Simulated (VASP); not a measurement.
Write the native input for VASP 6.6.1 that does the following.

| Property | Result |
| --- | --- |
| Task | single point |
| Functional | PBE |
| Potentials or basis | VASP PAW PBE potentials, release 64 (Ca_sv, Al, O) |
| Cutoff | 520 eV |
| k mesh | 6 × 6 × 2 |
| Occupations | gaussian, width 0.2 eV |
| Spin | no spin polarisation |
| Dipole correction | no |
| Further INCAR settings | LREAL = Auto; ALGO = Normal; EDIFF = 1e-07; NBANDS = 61 |

The structure of Ca2Al3O3 lies in POSCAR:

```
Ca2Al3O3
1.0
    3.7501149120      0.0008904848      0.0016041482
    0.0009359329      3.7467762501     -0.0011264556
    0.0081407952     -0.0055238904     17.1065001936
Ca Al O
4 6 6
Direct
    0.4998529311      0.0004673676      0.5728702362
    1.0003539897      0.4994893242      0.2303336381
    0.9999812011      0.5000426484      0.4271269682
    0.4995643083      0.0004543975      0.7696614787
    0.0001332865      0.0000135002      0.0000360350
    0.0000679402      0.5000580906      0.8867182289
    0.5000148580      0.4999340297     -0.0000436574
    0.5000523457     -0.0000717558      0.1132850465
    0.5001724713     -0.0002893600      0.3351835013
   -0.0002432773      0.5003488253      0.6648151969
    0.4999935660     -0.0001504960      0.4410056440
    0.5001605765      0.4996122701      0.3166015371
    0.0002401209     -0.0003943048      0.3166612994
    0.0001306685      0.4999002287      0.5589953468
    0.4997318755      0.5002654213      0.6833324770
   -0.0002068619      0.0003198131      0.6834170234
```

One way to write it, as run:

INCAR

```
ALGO = Normal
EDIFF = 1E-7
ENCUT = 520
GGA = PE
ISIF = 2
ISMEAR = 0
LASPH = T
LCHARG = T
LELF = T
LREAL = Auto
LVHAR = T
LWAVE = F
NBANDS = 61
NELM = 80
PREC = Accurate
SIGMA = 0.2
```

KPOINTS

```
k-points
0
Gamma
  6 6 2
```

Potentials or basis: VASP PAW PBE potentials, release 64 (Ca_sv, Al, O).

Command:

```bash
$ cat potpaw_PBE.64/Ca_sv/POTCAR potpaw_PBE.64/Al/POTCAR potpaw_PBE.64/O/POTCAR > POTCAR
$ mpirun -np 1 vasp_std > vasp.out
```

It gave:

```
Pressure               : 0.2 GPa
Largest force          : 0.058 eV/Å
Band gap on the k mesh : zero (bands 47 and 48 overlap by 3.05 eV)
```

Run time: 15 min on 1 thread of Intel(R) Xeon(R) Platinum 8259CL CPU @ 2.50GHz (Skylake/Cascade Lake), on a shared host, peak memory 0.52 GiB.
